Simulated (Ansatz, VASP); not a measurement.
# TiO2: VASP beside Ansatz

```
CELL_PARAMETERS angstrom
-1.87640 1.87640 4.76210
1.87640 -1.87640 4.76210
1.87640 1.87640 -4.76210
ATOMIC_POSITIONS crystal
Ti 0.00000 0.00000 0.00000
Ti 0.75000 0.25000 0.50000
O 0.20796 0.20796 0.00000
O 0.95796 0.45796 0.50000
O 0.54204 0.04204 0.50000
O 0.79204 0.79204 0.00000
```

Alike in both runs: functional r2SCAN; k mesh 10 × 10 × 10; occupations fermi-dirac, width 0.02 eV; no spin polarisation.

Ansatz relaxed the structure, and its values are those at the end. VASP's run is a single point on that final structure, the one shown.

```csv
,VASP,Ansatz
version,VASP 6.6.1,Ansatz 0.2.0
potentials or method,"VASP PAW PBE potentials, release 64 (Ti_sv, O), cutoff 520 eV",PAW plane waves
valence electrons in the cell,48,48
```

|  | VASP | Ansatz | Ansatz less VASP |
| --- | --- | --- | --- |
| gap on the k mesh at the Fermi level (eV) | 2.59 | 2.58 | -0.017 |
| pressure (GPa) | 5.6 | 4.4 | -1.18 |
| rms of the force components (eV/Å) | 0.013 | 0.001 | -0.0126 |

VASP's potentials were made for PBE, not for r2SCAN. Ansatz's warnings: stress scf threshold loose.
